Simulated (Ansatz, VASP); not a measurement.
**Cr in VASP and in Ansatz**

POSCAR

```
Cr
1.0
    2.3928153992      0.0000000000      0.0000000000
    0.0000000000      2.3928153992      0.0000000000
    0.0000000000      0.0000000000      2.3928153992
Cr
1
Direct
    0.0000000000      0.0000000000      0.0000000000
```

File INCAR.step1:

```
SYSTEM = Cr
PREC = Accurate
ENCUT = 600
ISMEAR = 0
SIGMA = 0.1
LREAL = .FALSE.
LASPH = .TRUE.
NELM = 150
ISPIN = 2
MAGMOM = -0.11
LMAXMIX = 4
GGA = PE
ALGO = Normal
EDIFF = 1E-4
LWAVE = .TRUE.
LCHARG = .FALSE.
```

Contents of INCAR.step2:

```
SYSTEM = Cr
PREC = Accurate
ENCUT = 600
EDIFF = 1E-7
ISMEAR = 0
SIGMA = 0.1
LREAL = .FALSE.
LASPH = .TRUE.
NELM = 150
ALGO = Normal
ISIF = 3
LWAVE = .FALSE.
LCHARG = .FALSE.
ISPIN = 2
MAGMOM = -0.11
LORBIT = 11
LMAXMIX = 4
METAGGA = R2SCAN
LMIXTAU = .TRUE.
IBRION = 2
NSW = 90
EDIFFG = -0.04
ISTART = 1
```

File KPOINTS:

```
Automatic mesh
0
G
  8 8 8
  0 0 0
```

Input for Ansatz:

```yaml
crystal:
  lattice:
    - [2.3928153992, 0.0, 0.0]
    - [0.0, 2.3928153992, 0.0]
    - [0.0, 0.0, 2.3928153992]
  atoms:
    - { symbol: Cr, position: [0.0, 0.0, 0.0], spin: -0.11 }
basis:
  ecutwfc: 500
kpoints:
  mp_grid: { grid: [8, 8, 8] }
hamiltonian:
  xc: r2scan
scf:
  occupations: { method: gaussian, width: 0.1 }
  lower_state_search: "off"
output:
  forces: true
  stress: true
  eigenvalues: true
  populations: true
magnetization:
  spin_polarized: true
relax:
  adjacent_minimum: "off"
  f_tol: 0.04
  max_steps: 70
  cell: { stress_tol: 0.4 }
```

Alike in both runs: task relaxation of cell and atoms; functional r2SCAN; k mesh 8 × 8 × 8; occupations gaussian, width 0.1 eV; collinear spin.

```csv
,VASP,Ansatz
version,VASP 6.6.1,Ansatz 0.2.0
potentials or method,"VASP PAW PBE potentials, release 64 (Cr_pv), cutoff 600 eV","scalar-relativistic, plane waves, PAW"
valence electrons in the cell,12,14
```

|  | VASP | Ansatz | Ansatz less VASP |
| --- | --- | --- | --- |
| gap on the k mesh at the Fermi level, each at its own relaxed structure (eV) | none | none | - |
| net moment per atom (μB) | 0.00 | 0.02 | +0.018 |
| relaxed volume (Å³/atom) | 12.67 | 12.61 | -0.060 |
| relaxed length of the cell vector where the two differ most in proportion (Å) | 2.331 | 2.328 | -0.0037 |

VASP's potentials were made for PBE, not for r2SCAN. A gap of «none» marks a metal or a gap that the smearing closes. VASP's potentials hold 12 valence electrons a cell and Ansatz's 14, so a difference there can come from the potentials and not from the codes. Ansatz's warnings: seeded moment not kept.
